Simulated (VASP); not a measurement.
# MgO (Fm-3m) in VASP: notebook

The runs below take MgO through single point, with revPBE, PBE.

Program: VASP 6.6.1. These are calculated values, not measurements. Logs are shortened: lines on timing, memory, paths and dates and some standing lists are left out, and cuts for length are marked.

## 1. The cell of the first run

It takes space group Fm-3m (No. 225, cubic). The conventional cell has a = 4.194 Å, b = 4.194 Å, c = 4.194 Å, α = 90.00°, β = 90.00°, γ = 90.00°. Within 2.8 Å of Mg (site symmetry m-3m) lie 6 O at 2.10 Å. Within 2.8 Å of O (site symmetry m-3m) lie 6 Mg at 2.10 Å.

## 2. Single point, revPBE

File INCAR:

```
SYSTEM = MgO
PREC = Accurate
ENCUT = 520
EDIFF = 1E-6
ISMEAR = -1
SIGMA = 0.05
LREAL = .FALSE.
LASPH = .TRUE.
NELM = 80
ALGO = Normal
ISIF = 2
LWAVE = .FALSE.
LCHARG = .FALSE.
GGA = RE
NBANDS = 11
```

File KPOINTS:

```
regular mesh
0
G
  11 11 11
  0 0 0
```

File POSCAR:

```
MgO
1.0
    0.0000000000      2.0970013927      2.0970013927
    2.0970013927      0.0000000000      2.0970013927
    2.0970013927      2.0970013927      0.0000000000
Mg O
1 1
Direct
    0.0000000000      0.0000000000      0.0000000000
    0.5000000000      0.5000000000      0.5000000000
```

Potentials or basis: VASP PAW PBE potentials, release 64 (Mg, O).

Command:

```console
$ cat potpaw_PBE.64/Mg/POTCAR potpaw_PBE.64/O/POTCAR > POTCAR
$ mpirun -np 1 vasp_std > vasp.out
```

OUTCAR:

```text
SYSTEM = MgO
   PREC = Accurate
   ENCUT = 520
   EDIFF = 1E-6
   ISMEAR = -1
   LREAL = .FALSE.
   LASPH = .TRUE.
   NELM = 80
   ISIF = 2
   GGA = RE

 ion  position               nearest neighbor table
   1  0.000  0.000  0.000-   2 2.10   2 2.10   2 2.10   2 2.10   2 2.10   2 2.10
   2  0.500  0.500  0.500-   1 2.10   1 2.10   1 2.10   1 2.10   1 2.10   1 2.10

  LATTYP: Found a face centered cubic cell.
 ALAT       =     4.1940027854

  Lattice vectors:

 A1 = (   0.0000000000,   2.0970013927,   2.0970013927)
 A2 = (   2.0970013927,   0.0000000000,   2.0970013927)
 A3 = (   2.0970013927,   2.0970013927,   0.0000000000)

Analysis of symmetry for initial positions (statically):
=====================================================================
 Subroutine PRICEL returns:
 Original cell was already a primitive cell.

 Routine SETGRP: Setting up the symmetry group for a
 face centered cubic supercell.

 Subroutine GETGRP returns: Found 48 space group operations
 (whereof 48 operations were pure point group operations)
 out of a pool of 48 trial point group operations.

The static configuration has the point symmetry O_h .

Analysis of symmetry for dynamics (positions and initial velocities):
=====================================================================
 Subroutine PRICEL returns:
 Original cell was already a primitive cell.

 Routine SETGRP: Setting up the symmetry group for a
 face centered cubic supercell.

 Subroutine GETGRP returns: Found 48 space group operations
 (whereof 48 operations were pure point group operations)
 out of a pool of 48 trial point group operations.

The dynamic configuration has the point symmetry O_h .

 Subroutine INISYM returns: Found 48 space group operations
 (whereof 48 operations are pure point group operations),
 and found     1 'primitive' translations

----------------------------------------------------------------------------------------

                                     Primitive cell

  volume of cell :      18.4428

  direct lattice vectors                    reciprocal lattice vectors
     0.000000000  2.097001393  2.097001393    -0.238435702  0.238435702  0.238435702
     2.097001393  0.000000000  2.097001393     0.238435702 -0.238435702  0.238435702
     2.097001393  2.097001393  0.000000000     0.238435702  0.238435702 -0.238435702

  length of vectors
     2.965607810  2.965607810  2.965607810     0.412982751  0.412982751  0.412982751

  position of ions in fractional coordinates (direct lattice)
     0.000000000  0.000000000  0.000000000
     0.500000000  0.500000000  0.500000000

  ion indices of the primitive-cell ions
   primitive index   ion index
                 1           1
                 2           2

----------------------------------------------------------------------------------------

 KPOINTS: regular mesh

Automatic generation of k-mesh.
 Grid dimensions read from file:
 generate k-points for:   11   11   11

 Generating k-lattice:

  Cartesian coordinates                     Fractional coordinates (reciprocal lattice)
    -0.021675973  0.021675973  0.021675973     0.090909091  0.000000000  0.000000000
     0.021675973 -0.021675973  0.021675973     0.000000000  0.090909091  0.000000000
     0.021675973  0.021675973 -0.021675973     0.000000000  0.000000000  0.090909091

  Length of vectors
     0.037543886  0.037543886  0.037543886

  Shift w.r.t. Gamma in fractional coordinates (k-lattice)
     0.000000000  0.000000000  0.000000000

 Subroutine IBZKPT returns following result:
 ===========================================

 Found     56 irreducible k-points:

 Following reciprocal coordinates:
            Coordinates               Weight
  0.000000  0.000000  0.000000      1.000000
  0.090909  0.000000  0.000000      8.000000
  0.181818  0.000000  0.000000      8.000000
  0.272727  0.000000  0.000000      8.000000
  0.363636  0.000000  0.000000      8.000000
  0.454545  0.000000  0.000000      8.000000
[... 16 lines left out ...]
 -0.272727  0.181818  0.000000     24.000000
 -0.181818  0.181818  0.000000     12.000000
 [... further k-points ...]
   k-points           NKPTS =     56   k-points in BZ     NKDIM =     56   number of bands    NBANDS=     11
   number of dos      NEDOS =    301   number of ions     NIONS =      2
   total plane-waves  NPLWV =  13824
   dimension x,y,z NGX =    24 NGY =   24 NGZ =   24
   dimension x,y,z NGXF=    48 NGYF=   48 NGZF=   48
   ions per type =               1   1
   NGX,Y,Z   is equivalent  to a cutoff of  13.45, 13.45, 13.45 a.u.
   NGXF,Y,Z  is equivalent  to a cutoff of  26.91, 26.91, 26.91 a.u.
 SYSTEM =  MgO
   PREC   = accura    normal or accurate (medium, high low for compatibility)
   ISTART =      0    job   : 0-new  1-cont  2-samecut
   ICHARG =      2    charge: 1-file 2-atom 10-const
   ISPIN  =      1    spin polarized calculation?
   LNONCOLLINEAR =      F non collinear calculations
   LSORBIT =      F    spin-orbit coupling
   LASPH  =      T    aspherical Exc in radial PAW
   ENCUT  =  520.0 eV  38.22 Ry    6.18 a.u.   5.51  5.51  5.51*2*pi/ulx,y,z
   NELM   =     80;   NELMIN=  2; NELMDL= -5     # of ELM steps
   EDIFF  = 0.1E-05   stopping-criterion for ELM
   LREAL  =      F    real-space projection
   EDIFFG = 0.1E-04   stopping-criterion for IOM
   NSW    =      0    number of steps for IOM
   IBRION =     -1    ionic relax: 0-MD 1-quasi-New 2-CG
   NFREE  =      0    steps in history (QN), initial steepest desc. (CG)
   ISIF   =      2    stress and relaxation
   ISYM   =      2    0-nonsym 1-usesym 2-fastsym
   POTIM  = 0.5000    time-step for ionic-motion
   TEBEG  =    0.0;   TEEND  =   0.0 temperature during run
   PSTRESS=    0.0 pullay stress
   NELECT =       8.0000    total number of electrons
   NUPDOWN=      -1.0000    fix difference up-down
   EMIN   =  10.00;   EMAX   =-10.00  energy-range for DOS
   EFERMI =   0.00;   METHOD = LEGACY
   ISMEAR =    -1;   SIGMA  =   0.05  broadening in eV -4-tet -1-fermi 0-gaus
   EFERMI_NEDOS =   21; number of points for ismear=-14 and -15
   IALGO  =     38    algorithm
   IMIX   =      4    mixing-type and parameters
     AMIX     =   0.40;   BMIX     =  1.00
     AMIX_MAG =   1.60;   BMIX_MAG =  1.00
  volume/ion in A,a.u.               =       9.22        62.23
  Fermi-wavevector in a.u.,A,eV,Ry     =   1.239261  2.341864 20.895389  1.535768
  Thomas-Fermi vector in A             =   2.373752
   LORBIT       =      0    0 simple, 1 ext, 2 COOP (PROOUT), +10 PAW based schemes
   GGA     = RE    functional components
   LHFCALC =     F    Hartree Fock is set to
   AEXX    =    0.0000 exact exchange contribution
   IVDW    =     0    specifies the selected vdW correction
   LEPSILON=     F    determine dielectric tensor
   LRPA    =     F    only Hartree local field effects (RPA)
 non-spin polarized calculation
  energy-cutoff  :      520.00
  volume of cell :       18.44
 maximum number of plane-waves:       531
 NGX is ok and might be reduce to    24
   NGX = 11   NGY = 11   NGZ = 11

 number of electron       8.0000004 magnetization

 Free energy of the ion-electron system (eV)
  ---------------------------------------------------
  ext. energy  EPLUGINS =         0.00000000
  ---------------------------------------------------
  free energy    TOTEN  =       -11.29098892 eV

  energy without entropy =      -11.29098892  energy(sigma->0) =      -11.29098892

 E-fermi :   4.3766     XC(G=0): -10.9666

 val. band max:        3.4055981384   @ k =   0.0000   0.0000   0.0000
 cond. band min:       8.3396670202   @ k =   0.0000   0.0000   0.0000
 fundamental gap:      4.9340688817
 Fermi energy:         4.3765678573

 k-point     1 :       0.0000    0.0000    0.0000
  band No.  band energies     occupation
      1     -13.9799      2.00000
      2       3.4056      2.00000
      3       3.4056      2.00000
      4       3.4056      2.00000
      5       8.3397      0.00000
      6      19.3795      0.00000
      7      19.3795      0.00000
      8      19.3795      0.00000
      9      23.2858      0.00000
     10      25.1219      0.00000
     11      25.1219      0.00000

 k-point     2 :       0.0909    0.0000    0.0000
  band No.  band energies     occupation
      1     -13.8911      2.00000
      2       2.8588      2.00000
      3       3.3484      2.00000
      4       3.3484      2.00000
      5       8.8674      0.00000
      6      18.2775      0.00000
      7      19.5851      0.00000
      8      19.5851      0.00000
      9      24.5182      0.00000
     10      24.5182      0.00000
     11      24.7678      0.00000

 k-point     3 :       0.1818    0.0000    0.0000
  band No.  band energies     occupation
      1     -13.6432      2.00000
      2       1.6883      2.00000
      3       3.1992      2.00000
      4       3.1992      2.00000
      5       9.9411      0.00000
      6      16.8282      0.00000
      7      20.0460      0.00000
      8      20.0460      0.00000
      9      23.8085      0.00000
     10      23.8085      0.00000
     11      26.0528      0.00000

 k-point     4 :       0.2727    0.0000    0.0000
  band No.  band energies     occupation
      1     -13.2932      2.00000
      2       0.4421      2.00000
      3       3.0123      2.00000
      4       3.0123      2.00000
      5      10.8889      0.00000
      6      16.0296      0.00000
      7      20.2928      0.00000
      8      20.2928      0.00000
      9      23.9485      0.00000
     10      23.9485      0.00000
     11      25.6268      0.00000
[... 239 lines left out ...]
 k-point    22 :      -0.3636    0.1818    0.0000
  band No.  band energies     occupation
      1     -12.6392      2.00000
      2      -0.6214      2.00000
      3       1.6631      2.00000
      4       2.6587      2.00000
      5      12.7897      0.00000
      6      15.8228      0.00000
      7      17.7833      0.00000
      8      20.7770      0.00000
      9      24.5427      0.00000
     10      25.1069      0.00000
     11      28.3811      0.00000

 k-point    23 :      -0.2727    0.1818    0.0000
  band No.  band energies     occupation
      1     -12.8772      2.00000
      2      -0.1127      2.00000
      3       1.8421      2.00000
      4       2.8359      2.00000
      5      12.4957      0.00000
      6      15.4726      0.00000
      7      18.3476      0.00000
      8      21.0744      0.00000
      9      23.2037      0.00000
     10      25.0639      0.00000
     11      28.5154      0.00000

 k-point    24 :      -0.1818    0.1818    0.0000
  band No.  band energies     occupation
      1     -13.1883      2.00000
      2       0.5418      2.00000
      3       2.2841      2.00000
      4       3.0253      2.00000
      5      11.6457      0.00000
      6      15.6059      0.00000
      7      19.1521      0.00000
      8      21.6140      0.00000
      9      21.6797      0.00000
     10      24.9467      0.00000
     11      28.3321      0.00000

 [... further k-points ...]

------------------------ aborting loop because EDIFF is reached ----------------------------------------

  FORCE on cell =-STRESS in cart. coord.  units (eV):
  Direction    XX          YY          ZZ          XY          YZ          ZX
  --------------------------------------------------------------------------------------
  -------------------------------------------------------------------------------------
  Total        1.1405734      1.1405734      1.1405734      0.0000000      0.0000000     -0.0000000
  in kB       99.0849476     99.0849476     99.0849476      0.0000000      0.0000000     -0.0000000
  external PRESSURE =      99.0849476 kB  Pullay stress =       0.0000000 kB

 VOLUME and BASIS-vectors are now :
 -----------------------------------------------------------------------------
  energy-cutoff  :      520.00
  volume of cell :       18.44
      direct lattice vectors                 reciprocal lattice vectors
     0.000000000  2.097001393  2.097001393    -0.238435702  0.238435702  0.238435702
     2.097001393  0.000000000  2.097001393     0.238435702 -0.238435702  0.238435702
     2.097001393  2.097001393  0.000000000     0.238435702  0.238435702 -0.238435702

 POSITION                                       TOTAL-FORCE (eV/Angst)
 -----------------------------------------------------------------------------------
      0.00000      0.00000      0.00000         0.000000      0.000000     -0.000000
      2.09700      2.09700      2.09700        -0.000000     -0.000000      0.000000
 -----------------------------------------------------------------------------------
    total drift:                               -0.000000     -0.000000      0.000000

  FREE ENERGIE OF THE ION-ELECTRON SYSTEM (eV)
  ---------------------------------------------------
  free  energy   TOTEN  =       -11.2909889174 eV

  energy  without entropy=      -11.2909889173  energy(sigma->0) =      -11.29098892
```

It took 4.7 s on 1 thread of Intel Xeon 6975P-C (Granite Rapids), shared host; peak memory 0.14 GiB.

What came out:

```
Free energy            : -11.2910 eV
Pressure               : 9.9 GPa
Band gap on the k mesh : 4.93 eV, direct
```

Levels at points of the mesh, in eV from the valence-band top:
```csv
k point,band 1,band 2,band 3,band 4,band 5,band 6,band 7,band 8
"(0.00, 0.00, 0.00)",-17.39,0.00,0.00,0.00,4.93,15.97,15.97,15.97
```

Caveat: the PAW data sets were made with another functional, which shifts forces and pressure a little.

[end of part 1 of 2]
